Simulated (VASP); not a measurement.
# Al (P6_3/mmc) in VASP: further runs

Al is run at these levels: RPBE; tasks: single point.

Program: VASP 6.6.1. These are calculated values, not measurements. Logs are shortened: lines on timing, memory, paths and dates and some standing lists are left out, and cuts for length are marked.

## (1) The cell of the first run

The structure is hexagonal, space group P6_3/mmc (No. 194). Conventional cell: a = 2.901 Å, b = 2.901 Å, c = 9.627 Å, α = 90.00°, β = 90.00°, γ = 120.00°. Al (site symmetry -3m) has 12 Al at 2.90 to 2.93 Å within 3.8 Å. Al (site symmetry -6m2) has 12 Al at 2.90 to 2.93 Å within 3.8 Å.

This isn't the form of Al at room conditions, which is fcc.

## (2) Single point, RPBE (17.54 Å³/atom)

Input file INCAR:

```
ALGO     = Normal         # electronic algorithm
EDIFF    = 1E-6           # SCF threshold, eV
ENCUT    = 520            # plane-wave cutoff, eV
GGA      = RP             # functional
ISIF     = 2              # what is computed and relaxed
ISMEAR   = -1             # smearing method
LASPH    = T              # aspherical terms in the spheres
LCHARG   = T              # write CHGCAR
LELF     = T              # ELF
LREAL    = F              # projectors in reciprocal space
LVHAR    = T            
LWAVE    = F              # write WAVECAR
NBANDS   = 14             # bands
NELM     = 100            # most SCF steps
PREC     = Accurate       # precision mode
SIGMA    = 0.1            # smearing width, eV
```

Input file KPOINTS:

```
k-points
0
Gamma
  14 14 4
```

Input file POSCAR:

```
Al
1.0
    2.9009880087      0.0000000000      0.0000000000
   -1.4504940044      2.5123293116      0.0000000000
    0.0000000000      0.0000000000      9.6266464589
Al
4
Direct
    0.0000000000      1.0000000000      0.0000000000
    0.0000000000      1.0000000000      0.5000000000
    0.3333333333      0.6666666667      0.2500000000
    0.6666666667      0.3333333333      0.7500000000
```

Potentials or basis: VASP PAW PBE potentials, release 64 (Al).

On the command line:

```
$ cat potpaw_PBE.64/Al/POTCAR > POTCAR
$ mpirun -np 1 vasp_std > vasp.out
```

OUTCAR:

```text
EDIFF = 1E-6
   ENCUT = 520
   GGA = RP
   ISIF = 2
   ISMEAR = -1
   LASPH = T
   LREAL = F
   NELM = 100
   PREC = Accurate

 ion  position               nearest neighbor table
   1  0.000  0.000  0.000-   3 2.93   4 2.93   4 2.93   3 2.93   4 2.93   3 2.93
   2  0.000  0.000  0.500-   3 2.93   4 2.93   4 2.93   3 2.93   4 2.93   3 2.93
   3  0.333  0.667  0.250-   1 2.93   2 2.93   1 2.93   2 2.93   1 2.93   2 2.93
   4  0.667  0.333  0.750-   1 2.93   2 2.93   1 2.93   2 2.93   1 2.93   2 2.93

  LATTYP: Found a hexagonal cell.
 ALAT       =     2.9009880087
 C/A-ratio  =     3.3184027063

  Lattice vectors:

 A1 = (   2.9009880087,   0.0000000000,   0.0000000000)
 A2 = (  -1.4504940044,   2.5123293116,   0.0000000000)
 A3 = (   0.0000000000,   0.0000000000,   9.6266464589)

Analysis of symmetry for initial positions (statically):
=====================================================================
 Subroutine PRICEL returns:
 Original cell was already a primitive cell.

 Routine SETGRP: Setting up the symmetry group for a
 hexagonal supercell.

 Subroutine GETGRP returns: Found 24 space group operations
 (whereof 12 operations were pure point group operations)
 out of a pool of 24 trial point group operations.

The static configuration has the point symmetry D_3d.
 The point group associated with its full space group is D_6h.

Analysis of symmetry for dynamics (positions and initial velocities):
=====================================================================
 Subroutine PRICEL returns:
 Original cell was already a primitive cell.

 Routine SETGRP: Setting up the symmetry group for a
 hexagonal supercell.

 Subroutine GETGRP returns: Found 24 space group operations
 (whereof 12 operations were pure point group operations)
 out of a pool of 24 trial point group operations.

The dynamic configuration has the point symmetry D_3d.
 The point group associated with its full space group is D_6h.

 Subroutine INISYM returns: Found 24 space group operations
 (whereof 12 operations are pure point group operations),
 and found     1 'primitive' translations

----------------------------------------------------------------------------------------

                                     Primitive cell

  volume of cell :      70.1613

  direct lattice vectors                    reciprocal lattice vectors
[... 103 lines left out ...]
   NUPDOWN=      -1.0000    fix difference up-down
   EMIN   =  10.00;   EMAX   =-10.00  energy-range for DOS
   EFERMI =   0.00;   METHOD = LEGACY
   ISMEAR =    -1;   SIGMA  =   0.10  broadening in eV -4-tet -1-fermi 0-gaus
   EFERMI_NEDOS =   21; number of points for ismear=-14 and -15
   IALGO  =     38    algorithm
   IMIX   =      4    mixing-type and parameters
     AMIX     =   0.40;   BMIX     =  1.00
     AMIX_MAG =   1.60;   BMIX_MAG =  1.00
  volume/ion in A,a.u.               =      17.54       118.37
  Fermi-wavevector in a.u.,A,eV,Ry     =   0.908733  1.717255 11.235620  0.825795
  Thomas-Fermi vector in A             =   2.032694
   LORBIT       =      0    0 simple, 1 ext, 2 COOP (PROOUT), +10 PAW based schemes
   GGA     = RP    functional components
   LHFCALC =     F    Hartree Fock is set to
   AEXX    =    0.0000 exact exchange contribution
   IVDW    =     0    specifies the selected vdW correction
   LEPSILON=     F    determine dielectric tensor
   LRPA    =     F    only Hartree local field effects (RPA)
 non-spin polarized calculation
  energy-cutoff  :      520.00
  volume of cell :       70.16
 maximum number of plane-waves:      1931
 NGX is ok and might be reduce to    24
   NGX = 11   NGY = 11   NGZ = 35

 number of electron      12.0000000 magnetization

 Free energy of the ion-electron system (eV)
  ---------------------------------------------------
  ext. energy  EPLUGINS =         0.00000000
  ---------------------------------------------------
  free energy    TOTEN  =       -13.97767282 eV

  energy without entropy =      -13.92063067  energy(sigma->0) =      -13.94915174

 E-fermi :   7.4864     XC(G=0):  -9.9235

 val. band max:        7.4669530831   @ k =   0.4286   0.1429   0.2500
 cond. band min:       7.5381344474   @ k =   0.2857   0.0714   0.2500
 fundamental gap:      0.0711813644
 Fermi energy:         7.4864371556

 k-point     1 :       0.0000    0.0000    0.0000
  band No.  band energies     occupation
      1      -3.2531      2.00000
      2      -1.6662      2.00000
      3      -1.6604      2.00000
      4       3.0022      2.00000
      5       3.0195      2.00000
      6      10.5025      0.00000
      7      10.5118      0.00000
      8      17.9323      0.00000
      9      17.9323      0.00000
     10      18.1518      0.00000
     11      18.1518      0.00000
     12      19.1470      0.00000
     13      19.1512      0.00000
     14      19.2688      0.00000
[... 377 lines left out ...]
      1       3.8121      2.00000
      2       3.9215      2.00000
      3       5.0212      2.00000
      4       5.1530      2.00000
      5       5.4440      2.00000
      6       5.5601      2.00000
      7       5.7286      2.00000
      8       7.0622      1.97166
      9       7.0810      1.96590
     10       9.5807      0.00000
     11      10.0408      0.00000
     12      10.2243      0.00000
     13      10.3768      0.00000
     14      11.5623      0.00000

 [... further k-points ...]

------------------------ aborting loop because EDIFF is reached ----------------------------------------

  FORCE on cell =-STRESS in cart. coord.  units (eV):
  Direction    XX          YY          ZZ          XY          YZ          ZX
  --------------------------------------------------------------------------------------
  -------------------------------------------------------------------------------------
  Total       -1.3233586     -1.3233586     -1.0944804      0.0000000     -0.0000000      0.0000000
  in kB      -30.2197326    -30.2197326    -24.9931536      0.0000000     -0.0000000      0.0000000
  external PRESSURE =     -28.4775396 kB  Pullay stress =       0.0000000 kB

 VOLUME and BASIS-vectors are now :
 -----------------------------------------------------------------------------
  energy-cutoff  :      520.00
  volume of cell :       70.16
      direct lattice vectors                 reciprocal lattice vectors
     2.900988009  0.000000000  0.000000000     0.344710146  0.199018496  0.000000000
    -1.450494004  2.512329312  0.000000000     0.000000000  0.398036991  0.000000000
     0.000000000  0.000000000  9.626646459     0.000000000  0.000000000  0.103878334

 POSITION                                       TOTAL-FORCE (eV/Angst)
 -----------------------------------------------------------------------------------
      0.00000      0.00000      0.00000         0.000000      0.000000      0.000000
      0.00000      0.00000      4.81332         0.000000      0.000000      0.000000
     -0.00000      1.67489      2.40666        -0.000000      0.000000      0.000000
      1.45049      0.83744      7.21998         0.000000     -0.000000     -0.000000
 -----------------------------------------------------------------------------------
    total drift:                               -0.000000      0.000000      0.000000

  FREE ENERGIE OF THE ION-ELECTRON SYSTEM (eV)
  ---------------------------------------------------
  free  energy   TOTEN  =       -13.9776728180 eV

  energy  without entropy=      -13.9206306703  energy(sigma->0) =      -13.94915174
```

Wall time 60 s (1 thread of Intel Xeon 8259CL, shared host); peak memory 0.21 GiB.

What came out:

- Free energy: -13.9777 eV
- Pressure: -2.8 GPa
- Band gap on the k mesh: zero (bands 6 and 7 overlap by 5.31 eV)

Levels at points of the mesh, in eV from the Fermi level:
| k point | band 2 | band 3 | band 4 | band 5 | band 6 | band 7 | band 8 | band 9 | band 10 | band 11 |
| --- | --- | --- | --- | --- | --- | --- | --- | --- | --- | --- |
| (0.00, 0.00, 0.00) | -9.15 | -9.15 | -4.48 | -4.47 | 3.02 | 3.03 | 10.45 | 10.45 | 10.67 | 10.67 |
| (0.50, 0.00, 0.00) | -4.93 | -3.74 | -3.66 | -3.25 | -3.13 | 0.82 | 1.05 | 1.29 | 1.36 | 5.51 |
| (0.00, 0.00, 0.50) | -10.34 | -7.19 | -7.19 | -1.06 | -1.06 | 7.64 | 7.64 | 10.74 | 10.74 | 10.74 |
| (0.50, 0.00, 0.50) | -4.67 | -4.55 | -4.55 | -1.81 | -1.81 | -1.20 | -1.20 | 4.21 | 4.21 | 4.51 |

Caveat: the PAW data sets were made with another functional, which shifts forces and pressure a little.

## (3) Single point, RPBE (18.21 Å³/atom)

This run uses another cell than the first one, of 18.21 Å³/atom.

Input file INCAR:

```
ALGO = Normal
EDIFF = 1E-6
ENCUT = 520
GGA = RP
ISIF = 2
ISMEAR = -1
LASPH = True
LCHARG = False
LREAL = False
LWAVE = False
NBANDS = 14
NELM = 80
PREC = Accurate
SIGMA = 0.1
```

KPOINTS is that of step 2.

Input file POSCAR:

```
Al
1.0
    2.9377132746      0.0000000000      0.0000000000
   -1.4688566373      2.5441343249      0.0000000000
    0.0000000000      0.0000000000      9.7485156806
Al
4
Direct
    0.0000000000      1.0000000000      0.0000000000
    0.0000000000      1.0000000000      0.5000000000
    0.3333333333      0.6666666667      0.2500000000
    0.6666666667      0.3333333333      0.7500000000
```

Potentials or basis: VASP PAW PBE potentials, release 64 (Al).

On the command line:

```
$ cat potpaw_PBE.64/Al/POTCAR > POTCAR
$ mpirun -np 1 vasp_std > vasp.out
```

It took 71 s on 1 thread of Intel Xeon 8259CL, shared host; peak memory 0.22 GiB.

It converged, with:

```yaml
Free_energy: -13.9115 eV
Pressure: -5.0 GPa
Band_gap_on_the_k_mesh: zero (bands 6 and 7 overlap by 5.21 eV)
```

Stress tensor (GPa, compression positive):
```
-5.18  0.00  0.00
 0.00 -5.18  0.00
 0.00  0.00 -4.49
```

Levels at points of the mesh, in eV from the Fermi level:
```tsv
k point	band 4	band 5	band 6	band 7	band 8	band 9
(0.00, 0.00, 0.00)	-4.43	-4.32	2.95	2.96	10.15	10.15
(0.50, 0.00, 0.00)	-3.54	-3.22	-3.08	0.84	0.98	1.26
(0.00, 0.00, 0.50)	-7.02	-1.03	-1.03	7.47	7.47	10.43
(0.50, 0.00, 0.50)	-4.43	-1.77	-1.77	-1.19	-1.19	4.09
```

Caveat: the cell stands under tension; the PAW data sets were made with another functional, which shifts forces and pressure a little.

(Continued in part 2 of 2.)
